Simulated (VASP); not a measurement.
**FePt: single point with PBE**

FePt:

```
Pt Fe
1.0
     2.72350    0.00000    0.00000
     0.00000    2.72350    0.00000
     0.00000    0.00000    3.72000
Pt Fe
1 1
Direct
  0.50000 0.50000 0.50000
  0.00000 0.00000 0.00000
```

```yaml
Program: VASP 6.6.1
Task: single point
Functional: PBE
Potentials_or_basis: VASP PAW PBE potentials, release 64 (Pt, Fe)
Cutoff: 520 eV
k_mesh: 10 × 10 × 7
Occupations: gaussian, width 0.022 eV
Spin: collinear spin, ferromagnetic start
Starting_moments: "[0.0, 3.0] μB"
Dipole_correction: no
Further_INCAR_settings: ALGO = Normal; EDIFF = 1e-06; NBANDS = 20
```

```json
{"Pressure": "2.8 GPa", "Net moment": "3.26 μB per cell", "Site moments": "Pt +0.33; Fe +2.91 μB", "Valence electrons inside the program's atomic spheres": "Pt 9.44; Fe 6.99"}
```

Stress tensor (GPa, compression positive):
```
2.67 0.00 0.00
0.00 2.67 0.00
0.00 0.00 3.21
```

Levels at points of the mesh, in eV from the Fermi level:
Spin up:
| k point | band 8 | band 9 | band 10 | band 11 | band 12 | band 13 | band 14 | band 15 |
| --- | --- | --- | --- | --- | --- | --- | --- | --- |
| (0.00, 0.00, 0.00) | -1.98 | -0.57 | -0.43 | -0.43 | 2.25 | 9.72 | 11.63 | 11.63 |
| (0.50, 0.00, 0.00) | -2.57 | -2.18 | -1.67 | 0.09 | 1.98 | 10.42 | 10.52 | 12.50 |
| (0.50, 0.50, 0.00) | -0.51 | -0.51 | 0.50 | 1.58 | 1.58 | 7.55 | 9.99 | 10.85 |
Spin down:
```
           k point  band 5  band 6  band 7  band 8  band 9  band 10  band 11  band 12
(0.00, 0.00, 0.00)   -2.41   -0.83   -0.81    0.56    1.62     1.62     1.65     2.42
(0.50, 0.00, 0.00)   -2.50   -1.42   -1.23   -0.92    0.49     0.64     2.32     2.53
(0.50, 0.50, 0.00)    0.89    1.20    1.62    1.68    1.69     1.69     1.70     1.70
```

It took 60 s on 1 thread of Oxide Virtual Turin-like Processor (shared host), peak memory 0.16 GiB.

Caveat: spin-orbit coupling is left out, which moves the levels of the heavy elements.
